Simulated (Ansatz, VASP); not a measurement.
## BiS in VASP and in Ansatz

INCAR

```
PREC = Accurate ; ENCUT = 520
EDIFF = 1E-6 ; ISMEAR = -1
SIGMA = 0.05 ; LREAL = F
LASPH = T ; NELM = 100
ALGO = Normal ; ISIF = 2
LWAVE = F ; LCHARG = F
GGA = PE ; NBANDS = 18
```

Contents of KPOINTS:

```
regular mesh
0
Gamma
  8 8 8
```

POSCAR

```
BiS
1.0
    2.0951142631      1.2096147792      3.4769935676
   -2.0951142631      1.2096147792      3.4769935676
    0.0000000000     -2.4192295684      3.4769935676
Bi S
1 1
Direct
    0.0000000000      0.0000000000      0.0000000000
    0.5000000000      0.5000000000      0.5000000000
```

Contents of input.yaml:

```yaml
crystal:
  lattice:
    - [2.0951142631, 1.2096147792, 3.4769935676]
    - [-2.0951142631, 1.2096147792, 3.4769935676]
    - [0.0, -2.4192295684, 3.4769935676]
  atoms:
    - { symbol: Bi, position: [0.0, 0.0, 0.0] }
    - { symbol: S, position: [0.5, 0.5, 0.5] }
kpoints:
  mp_grid: { grid: [8, 8, 8] }
scf:
  occupations: { method: fermi_dirac, width: 0.05 }
hamiltonian:
  xc: pbe
  pseudopotentials: { kind: all_electron, lapw: { basis_error: 0.0005 } }
output:
  forces: true
  stress: true
  eigenvalues: true
```

Change from the starting cell: volume scaled by 0.98.

Alike in both runs: task single point; functional PBE; k mesh 8 × 8 × 8; occupations fermi-dirac, width 0.05 eV; no spin polarisation.

```csv
,VASP,Ansatz
version,VASP 6.6.1,Ansatz 0.2.0
potentials or method,"VASP PAW PBE potentials, release 64 (Bi_d, S), cutoff 520 eV","all-electron LAPW, scalar-relativistic"
```

|  | VASP | Ansatz | Ansatz less VASP |
| --- | --- | --- | --- |
| gap on the k mesh at the Fermi level (eV) | none | none | - |
| pressure (GPa) | -0.2 | -0.2 | +0.08 |
| traceless stress, the component that is largest in VASP (GPa) | 0.41 | 0.41 | +0.002 |

A gap of «none» marks a metal or a gap that the smearing closes. Ansatz ran all-electron here, and VASP with PAW potentials.

Neither program's run includes spin-orbit coupling.
